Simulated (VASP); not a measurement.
# Na (Im-3m) in VASP: notebook

The runs below take Na through single point, with r2SCAN.

All numbers are computed with VASP 6.6.1; they aren't measurements. Logs are shortened: lines on timing, memory, paths and dates and some standing lists are left out, and cuts for length are marked.

### 1 The cell of the first run

Symmetry: Im-3m, No. 229, cubic system. The conventional cell has a = 4.224 Å, b = 4.224 Å, c = 4.224 Å, α = 90.00°, β = 90.00°, γ = 90.00°. Within 4.8 Å of Na (site symmetry m-3m) lie 14 Na at 3.66 to 4.22 Å.

### 2 Single point, r2SCAN

The input, POSCAR:

```
Na
1.0
   -2.1120640205      2.1120640205      2.1120640205
    2.1120640205     -2.1120640205      2.1120640205
    2.1120640205      2.1120640205     -2.1120640205
Na
1
Direct
    0.0000000000      0.0000000000      0.0000000000
```

The input, INCAR.step1:

```
SYSTEM = Na
ALGO = Normal
EDIFF = 1E-4
ENCUT = 520
GGA = PE
ISMEAR = -1
LASPH = .TRUE.
LCHARG = .FALSE.
LREAL = .FALSE.
LWAVE = .TRUE.
NBANDS = 10
NELM = 100
PREC = Accurate
SIGMA = 0.05
```

The input, INCAR.step2:

```
SYSTEM = Na
ALGO = Normal
EDIFF = 1E-6
ENCUT = 520
ISIF = 2
ISMEAR = -1
ISTART = 1
LASPH = .TRUE.
LCHARG = .FALSE.
LMIXTAU = .TRUE.
LREAL = .FALSE.
LWAVE = .FALSE.
METAGGA = R2SCAN
NBANDS = 10
NELM = 100
PREC = Accurate
SIGMA = 0.05
```

The input, KPOINTS:

```
k-points
0
G
  9 9 9
  0 0 0
```

Potentials or basis: VASP PAW PBE potentials, release 64 (Na_pv).

Started as:

```
$ cat potpaw_PBE.64/Na_pv/POTCAR > POTCAR
$ cp INCAR.step1 INCAR
$ mpirun -np 1 vasp_std > vasp.out
$ cp INCAR.step2 INCAR
$ mpirun -np 1 vasp_std > vasp.out
```

OUTCAR:

```text
SYSTEM = Na
   EDIFF = 1E-6
   ENCUT = 520
   ISIF = 2
   ISMEAR = -1
   ISTART = 1
   LASPH = .TRUE.
   LREAL = .FALSE.
   METAGGA = R2SCAN
   NELM = 100
   PREC = Accurate

 ion  position               nearest neighbor table
   1  0.000  0.000  0.000-

  LATTYP: Found a body centered cubic cell.
 ALAT       =     4.2241280410

  Lattice vectors:

 A1 = (  -2.1120640205,   2.1120640205,   2.1120640205)
 A2 = (   2.1120640205,  -2.1120640205,   2.1120640205)
 A3 = (   2.1120640205,   2.1120640205,  -2.1120640205)

Analysis of symmetry for initial positions (statically):
=====================================================================
 Subroutine PRICEL returns:
 Original cell was already a primitive cell.

 Routine SETGRP: Setting up the symmetry group for a
 body centered cubic supercell.

 Subroutine GETGRP returns: Found 48 space group operations
[... 9 lines left out ...]

 Routine SETGRP: Setting up the symmetry group for a
 body centered cubic supercell.

 Subroutine GETGRP returns: Found 48 space group operations
[... 11 lines left out ...]
                                     Primitive cell

  volume of cell :      37.6861

  direct lattice vectors                    reciprocal lattice vectors
    -2.112064021  2.112064021  2.112064021     0.000000000  0.236735248  0.236735248
     2.112064021 -2.112064021  2.112064021     0.236735248  0.000000000  0.236735248
     2.112064021  2.112064021 -2.112064021     0.236735248  0.236735248  0.000000000

  length of vectors
     3.658202192  3.658202192  3.658202192     0.334794199  0.334794199  0.334794199

  position of ions in fractional coordinates (direct lattice)
     0.000000000  0.000000000  0.000000000

  ion indices of the primitive-cell ions
   primitive index   ion index
                 1           1

----------------------------------------------------------------------------------------

 KPOINTS: k-points

Automatic generation of k-mesh.
 Grid dimensions read from file:
 generate k-points for:    9    9    9

 Generating k-lattice:

  Cartesian coordinates                     Fractional coordinates (reciprocal lattice)
     0.000000000  0.026303916  0.026303916     0.111111111  0.000000000  0.000000000
     0.026303916  0.000000000  0.026303916     0.000000000  0.111111111  0.000000000
     0.026303916  0.026303916  0.000000000     0.000000000  0.000000000  0.111111111

  Length of vectors
     0.037199355  0.037199355  0.037199355

  Shift w.r.t. Gamma in fractional coordinates (k-lattice)
     0.000000000  0.000000000  0.000000000

 Subroutine IBZKPT returns following result:
 ===========================================

 Found     35 irreducible k-points:

 Following reciprocal coordinates:
            Coordinates               Weight
  0.000000  0.000000  0.000000      1.000000
  0.111111  0.000000  0.000000     12.000000
  0.222222  0.000000  0.000000     12.000000
  0.333333  0.000000  0.000000     12.000000
  0.444444  0.000000  0.000000     12.000000
  0.111111  0.111111  0.000000     24.000000
[... 16 lines left out ...]
 -0.333333  0.444444  0.111111     48.000000
 -0.444444 -0.444444  0.111111     24.000000
 [... further k-points ...]
   k-points           NKPTS =     35   k-points in BZ     NKDIM =     35   number of bands    NBANDS=     10
   number of dos      NEDOS =    301   number of ions     NIONS =      1
   total plane-waves  NPLWV =  21952
   dimension x,y,z NGX =    28 NGY =   28 NGZ =   28
   dimension x,y,z NGXF=    56 NGYF=   56 NGZF=   56
   ions per type =               1
   NGX,Y,Z   is equivalent  to a cutoff of  12.72, 12.72, 12.72 a.u.
   NGXF,Y,Z  is equivalent  to a cutoff of  25.45, 25.45, 25.45 a.u.
 SYSTEM =  Na
   PREC   = accura    normal or accurate (medium, high low for compatibility)
   ISTART =      1    job   : 0-new  1-cont  2-samecut
   ICHARG =      0    charge: 1-file 2-atom 10-const
   ISPIN  =      1    spin polarized calculation?
   LNONCOLLINEAR =      F non collinear calculations
   LSORBIT =      F    spin-orbit coupling
   LASPH  =      T    aspherical Exc in radial PAW
   ENCUT  =  520.0 eV  38.22 Ry    6.18 a.u.   6.80  6.80  6.80*2*pi/ulx,y,z
   NELM   =    100;   NELMIN=  2; NELMDL=  0     # of ELM steps
   EDIFF  = 0.1E-05   stopping-criterion for ELM
   LREAL  =      F    real-space projection
   EDIFFG = 0.1E-04   stopping-criterion for IOM
   NSW    =      0    number of steps for IOM
   IBRION =     -1    ionic relax: 0-MD 1-quasi-New 2-CG
   NFREE  =      0    steps in history (QN), initial steepest desc. (CG)
   ISIF   =      2    stress and relaxation
   ISYM   =      2    0-nonsym 1-usesym 2-fastsym
   POTIM  = 0.5000    time-step for ionic-motion
   TEBEG  =    0.0;   TEEND  =   0.0 temperature during run
   PSTRESS=    0.0 pullay stress
   NELECT =       7.0000    total number of electrons
   NUPDOWN=      -1.0000    fix difference up-down
   EMIN   =  10.00;   EMAX   =-10.00  energy-range for DOS
   EFERMI =   0.00;   METHOD = LEGACY
   ISMEAR =    -1;   SIGMA  =   0.05  broadening in eV -4-tet -1-fermi 0-gaus
   EFERMI_NEDOS =   21; number of points for ismear=-14 and -15
   IALGO  =     38    algorithm
   IMIX   =      4    mixing-type and parameters
     AMIX     =   0.40;   BMIX     =  1.00
     AMIX_MAG =   1.60;   BMIX_MAG =  1.00
  volume/ion in A,a.u.               =      37.69       254.32
  Fermi-wavevector in a.u.,A,eV,Ry     =   0.934072  1.765140 11.870958  0.872491
  Thomas-Fermi vector in A             =   2.060839
   LORBIT       =      0    0 simple, 1 ext, 2 COOP (PROOUT), +10 PAW based schemes
   METAGGA = R2SCAN    functional components
   LHFCALC =     F    Hartree Fock is set to
   AEXX    =    0.0000 exact exchange contribution
   IVDW    =     0    specifies the selected vdW correction
   LEPSILON=     F    determine dielectric tensor
   LRPA    =     F    only Hartree local field effects (RPA)
 non-spin polarized calculation
  energy-cutoff  :      520.00
  volume of cell :       37.69
 maximum number of plane-waves:      1027
   NGX = 13   NGY = 13   NGZ = 13

 number of electron       7.0000010 magnetization

 Free energy of the ion-electron system (eV)
  ---------------------------------------------------
  ext. energy  EPLUGINS =         0.00000000
  ---------------------------------------------------
  free energy    TOTEN  =        -3.56071458 eV

  energy without entropy =       -3.55756039  energy(sigma->0) =       -3.55913749

 E-fermi :   0.2831     XC(G=0):  -6.8724

 val. band max:        0.1855846483   @ k =  -0.3333   0.4444   0.1111
 cond. band min:       0.3842195703   @ k =   0.4444   0.0000   0.0000
 fundamental gap:      0.1986349220
 Fermi energy:         0.2830662089

 k-point     1 :       0.0000    0.0000    0.0000
  band No.  band energies     occupation
      1     -25.7235      2.00000
      2     -25.7235      2.00000
      3     -25.7232      2.00000
      4      -3.1528      2.00000
      5      12.6108      0.00000
      6      12.6113      0.00000
      7      12.6113      0.00000
      8      13.8128      0.00000
      9      13.8128      0.00000
     10      14.4214      0.00000

 k-point     2 :       0.1111    0.0000    0.0000
  band No.  band energies     occupation
      1     -25.7274      2.00000
      2     -25.7247      2.00000
      3     -25.7235      2.00000
      4      -2.9232      2.00000
      5      10.3663      0.00000
      6      11.5223      0.00000
      7      12.0319      0.00000
      8      12.5912      0.00000
      9      13.1097      0.00000
     10      15.0143      0.00000

 k-point     3 :       0.2222    0.0000    0.0000
  band No.  band energies     occupation
      1     -25.7375      2.00000
      2     -25.7281      2.00000
      3     -25.7235      2.00000
      4      -2.2406      2.00000
      5       7.3939      0.00000
      6      10.2627      0.00000
      7      11.1854      0.00000
      8      11.4385      0.00000
      9      12.5779      0.00000
     10      15.3352      0.00000

 k-point     4 :       0.3333    0.0000    0.0000
  band No.  band energies     occupation
      1     -25.7490      2.00000
      2     -25.7320      2.00000
      3     -25.7235      2.00000
      4      -1.1225      2.00000
      5       4.7280      0.00000
      6       9.3911      0.00000
      7      10.5664      0.00000
      8      10.6649      0.00000
      9      11.9282      0.00000
     10      16.3210      0.00000

 k-point     5 :       0.4444    0.0000    0.0000
  band No.  band energies     occupation
      1     -25.7564      2.00000
      2     -25.7345      2.00000
      3     -25.7235      2.00000
      4       0.3842      0.23360
      5       2.4472      0.00000
      6       8.9512      0.00000
      7      10.2505      0.00000
      8      10.2786      0.00000
      9      11.5344      0.00000
     10      17.1778      0.00000

 k-point     6 :       0.1111    0.1111    0.0000
  band No.  band energies     occupation
      1     -25.7343      2.00000
      2     -25.7263      2.00000
      3     -25.7245      2.00000
      4      -2.4672      2.00000
      5       8.6936      0.00000
      6       9.3289      0.00000
      7      11.2011      0.00000
      8      12.4743      0.00000
      9      13.4393      0.00000
     10      15.1271      0.00000

 k-point     7 :       0.2222    0.1111    0.0000
  band No.  band energies     occupation
      1     -25.7443      2.00000
      2     -25.7304      2.00000
      3     -25.7248      2.00000
      4      -1.5667      2.00000
      5       6.1219      0.00000
      6       8.0915      0.00000
      7      10.3212      0.00000
      8      11.9134      0.00000
      9      13.6348      0.00000
     10      14.7353      0.00000

 k-point     8 :       0.3333    0.1111    0.0000
  band No.  band energies     occupation
      1     -25.7528      2.00000
      2     -25.7344      2.00000
      3     -25.7249      2.00000
      4      -0.2476      1.99995
      5       3.6753      0.00000
      6       7.4457      0.00000
      7       9.7564      0.00000
      8      11.3835      0.00000
      9      13.4817      0.00000
     10      15.4010      0.00000

 k-point     9 :       0.4444    0.1111   -0.0000
  band No.  band energies     occupation
      1     -25.7561      2.00000
      2     -25.7360      2.00000
      3     -25.7249      2.00000
      4       1.1761      0.00000
      5       1.8715      0.00000
      6       7.2325      0.00000
      7       9.5635      0.00000
      8      11.1948      0.00000
      9      13.3418      0.00000
     10      16.2616      0.00000
[... 118 lines left out ...]
 k-point    19 :      -0.2222    0.2222    0.1111
  band No.  band energies     occupation
      1     -25.7375      2.00000
      2     -25.7296      2.00000
      3     -25.7265      2.00000
      4      -2.0149      2.00000
      5       7.5450      0.00000
      6       9.1022      0.00000
      7      10.0218      0.00000
      8      12.1164      0.00000
      9      12.6775      0.00000
     10      14.4931      0.00000

 k-point    20 :      -0.3333    0.3333    0.1111
  band No.  band energies     occupation
      1     -25.7484      2.00000
      2     -25.7335      2.00000
      3     -25.7264      2.00000
      4      -0.9015      2.00000
      5       4.9196      0.00000
      6       8.3070      0.00000
      7       9.3903      0.00000
      8      12.0444      0.00000
      9      12.7164      0.00000
     10      13.8367      0.00000

 k-point    21 :      -0.2222    0.3333    0.1111
  band No.  band energies     occupation
      1     -25.7446      2.00000
      2     -25.7335      2.00000
      3     -25.7286      2.00000
      4      -1.1219      2.00000
      5       6.1835      0.00000
      6       7.0869      0.00000
      7       9.9953      0.00000
      8      11.4870      0.00000
      9      12.3902      0.00000
     10      15.9461      0.00000

 k-point    22 :      -0.4444    0.4444    0.1111
  band No.  band energies     occupation
      1     -25.7555      2.00000
      2     -25.7360      2.00000
      3     -25.7262      2.00000
      4       0.5979      0.00368
      5       2.6563      0.00000
      6       7.9060      0.00000
      7       9.0092      0.00000
      8      11.7008      0.00000
      9      13.0070      0.00000
     10      14.2343      0.00000

 k-point    23 :      -0.3333    0.4444    0.1111
  band No.  band energies     occupation
      1     -25.7515      2.00000
      2     -25.7379      2.00000
      3     -25.7288      2.00000
      4       0.1856      1.75081
      5       4.0451      0.00000
      6       6.1740      0.00000
      7       9.8696      0.00000
      8      11.7776      0.00000
      9      12.1656      0.00000
     10      15.1936      0.00000

 k-point    24 :      -0.4444   -0.4444    0.1111
  band No.  band energies     occupation
      1     -25.7542      2.00000
      2     -25.7397      2.00000
      3     -25.7288      2.00000
      4       1.5897      0.00000
      5       2.2893      0.00000
      6       5.9369      0.00000
      7       9.7371      0.00000
      8      11.6415      0.00000
      9      12.9803      0.00000
     10      14.2560      0.00000

 [... further k-points ...]
[... 5 lines left out ...]
  --------------------------------------------------------------------------------------
  -------------------------------------------------------------------------------------
  Total        0.0184927      0.0184927      0.0184927      0.0000000      0.0000000      0.0000000
  in kB        0.7861932      0.7861932      0.7861932      0.0000000      0.0000000      0.0000000
  external PRESSURE =       0.7861932 kB  Pullay stress =       0.0000000 kB

 VOLUME and BASIS-vectors are now :
 -----------------------------------------------------------------------------
  energy-cutoff  :      520.00
  volume of cell :       37.69
      direct lattice vectors                 reciprocal lattice vectors
    -2.112064021  2.112064021  2.112064021     0.000000000  0.236735248  0.236735248
     2.112064021 -2.112064021  2.112064021     0.236735248  0.000000000  0.236735248
     2.112064021  2.112064021 -2.112064021     0.236735248  0.236735248  0.000000000

 POSITION                                       TOTAL-FORCE (eV/Angst)
 -----------------------------------------------------------------------------------
      0.00000      0.00000      0.00000         0.000000      0.000000      0.000000
 -----------------------------------------------------------------------------------
    total drift:                               -0.000000     -0.000000     -0.000000

  FREE ENERGIE OF THE ION-ELECTRON SYSTEM (eV)
  ---------------------------------------------------
  free  energy   TOTEN  =        -3.5607145824 eV

  energy  without entropy=       -3.5575603880  energy(sigma->0) =       -3.55913749
```

Wall time 38 s (1 thread of Intel Xeon Platinum 8259CL at 2.50GHz (Skylake/Cascade Lake), shared host); peak memory 0.15 GiB.

What came out:

```yaml
Free_energy: -3.5607 eV
Pressure: 0.1 GPa
```

Levels at points of the mesh, in eV from the Fermi level:
```csv
k point,band 1,band 2,band 3,band 4,band 5,band 6,band 7,band 8
"(0.00, 0.00, 0.00)",-26.01,-26.01,-26.01,-3.44,12.33,12.33,12.33,13.53
```

Caveat: the PAW data sets were made with another functional, which shifts forces and pressure a little.

### 3 Single point, r2SCAN

This run uses another cell than the first one, of 38.47 Å³/atom, 1.021 times its volume.

The input, POSCAR:

```
Na
1.0
   -2.1266304395      2.1266304395      2.1266304395
    2.1266304395     -2.1266304395      2.1266304395
    2.1266304395      2.1266304395     -2.1266304395
Na
1
Direct
    0.0000000000      0.0000000000      0.0000000000
```

The input, INCAR.step1:

```
SYSTEM = Na
PREC     = Accurate       ! precision mode
ENCUT    = 520            ! plane-wave cutoff, eV
ISMEAR   = -1             ! smearing method
SIGMA    = 0.05           ! smearing width, eV
LREAL    = .FALSE.        ! projectors in reciprocal space
LASPH    = .TRUE.         ! aspherical terms in the spheres
NELM     = 100            ! most SCF steps
NBANDS   = 10             ! bands
GGA      = PE             ! functional
ALGO     = Normal         ! electronic algorithm
EDIFF    = 1E-4           ! SCF threshold, eV
LWAVE    = .TRUE.         ! write WAVECAR
LCHARG   = .FALSE.        ! write CHGCAR
```

The input, INCAR.step2:

```
SYSTEM = Na
PREC     = Accurate       ! precision mode
ENCUT    = 520            ! plane-wave cutoff, eV
EDIFF    = 1E-6           ! SCF threshold, eV
ISMEAR   = -1             ! smearing method
SIGMA    = 0.05           ! smearing width, eV
LREAL    = .FALSE.        ! projectors in reciprocal space
LASPH    = .TRUE.         ! aspherical terms in the spheres
NELM     = 100            ! most SCF steps
ALGO     = Normal         ! electronic algorithm
ISIF     = 2              ! what is computed and relaxed
LWAVE    = .FALSE.        ! write WAVECAR
LCHARG   = .FALSE.        ! write CHGCAR
METAGGA  = R2SCAN         ! meta-GGA
LMIXTAU  = .TRUE.       
NBANDS   = 10             ! bands
ISTART   = 1
```

The input, KPOINTS:

```
Automatic mesh
0
G
  9 9 9
  0 0 0
```

Potentials or basis: VASP PAW PBE potentials, release 64 (Na_pv).

Started as:

```
$ cat potpaw_PBE.64/Na_pv/POTCAR > POTCAR
$ cp INCAR.step1 INCAR
$ mpirun -np 1 vasp_std > vasp.out
$ cp INCAR.step2 INCAR
$ mpirun -np 1 vasp_std > vasp.out
```

It took 35 s on 1 thread of Intel Xeon Platinum 8259CL at 2.50GHz (Skylake/Cascade Lake), shared host; peak memory 0.16 GiB.

Results (log left out):

| Item | Value |
| --- | --- |
| Free energy | -3.5605 eV |
| Pressure | -0.1 GPa |

Levels at points of the mesh, in eV from the Fermi level:
| k point | band 1 | band 2 | band 3 | band 4 | band 5 | band 6 | band 7 |
| --- | --- | --- | --- | --- | --- | --- | --- |
| (0.00, 0.00, 0.00) | -26.03 | -26.03 | -26.03 | -3.39 | 12.19 | 12.19 | 12.19 |

Caveat: the PAW data sets were made with another functional, which shifts forces and pressure a little.

### 4 Single point, r2SCAN

This run uses another cell than the first one, of 39.26 Å³/atom, 1.042 times its volume.

The input, POSCAR:

```
Na
1.0
   -2.1410000000      2.1410000000      2.1410000000
    2.1410000000     -2.1410000000      2.1410000000
    2.1410000000      2.1410000000     -2.1410000000
Na
1
Direct
    0.0000000000      0.0000000000      0.0000000000
```

The input, INCAR.step1:

```
SYSTEM = Na
PREC = Accurate
ENCUT = 520
ISMEAR = -1
SIGMA = 0.05
LREAL = .False.
LASPH = .True.
NELM = 60
NBANDS = 10
GGA = PE
ALGO = Normal
EDIFF = 1E-4
LWAVE = .True.
LCHARG = .False.
```

The input, INCAR.step2:

```
SYSTEM = Na
PREC = Accurate
ENCUT = 520
EDIFF = 1E-6
ISMEAR = -1
SIGMA = 0.05
LREAL = .False.
LASPH = .True.
NELM = 60
ALGO = Normal
ISIF = 2
LWAVE = .False.
LCHARG = .True.
METAGGA = R2SCAN
LMIXTAU = .True.
LELF = .True.
LVHAR = .True.
NBANDS = 10
ISTART = 1
```

The input, KPOINTS:

```
regular mesh
0
Gamma
  9 9 9
  0 0 0
```

Started as:

```
$ cat potpaw_PBE.64/Na_pv/POTCAR > POTCAR
$ cp INCAR.step1 INCAR
$ mpirun -np 1 vasp_std > vasp.out
$ cp INCAR.step2 INCAR
$ mpirun -np 1 vasp_std > vasp.out
```

Run time: 37 s. Hardware: 1 thread of Intel Xeon Platinum 8259CL at 2.50GHz (Skylake/Cascade Lake), shared host; peak memory 0.16 GiB.

The run converged. Its results:

- Free energy: -3.5593 eV
- Pressure: -0.3 GPa

Levels at points of the mesh, in eV from the Fermi level:
```csv
k point,band 1,band 2,band 3,band 4,band 5,band 6
"(0.00, 0.00, 0.00)",-26.05,-26.05,-26.05,-3.35,12.07,12.07
```

Caveat: the PAW data sets were made with another functional, which shifts forces and pressure a little.

### 5 Summary

| cell | gap on the mesh (eV) | pressure (GPa) |
| --- | --- | --- |
| a = 3.658 Å, angles 109.5°, 1 atom | none | 0.1 |
| a = 3.683 Å, angles 109.5°, 1 atom | none | -0.1 |
| a = 3.708 Å, angles 109.5°, 1 atom | none | -0.3 |

Alike in all rows: task single point; level r2SCAN; potentials or basis VASP PAW PBE potentials, release 64 (Na_pv); no spin polarisation; k mesh 9 × 9 × 9; cutoff (eV) 520; smearing fermi-dirac 0.05 eV.

Caveats: the PAW data sets were made with another functional, which shifts forces and pressure a little.

Total energies depend on the potentials used, so only differences within one code and one set of settings carry meaning.
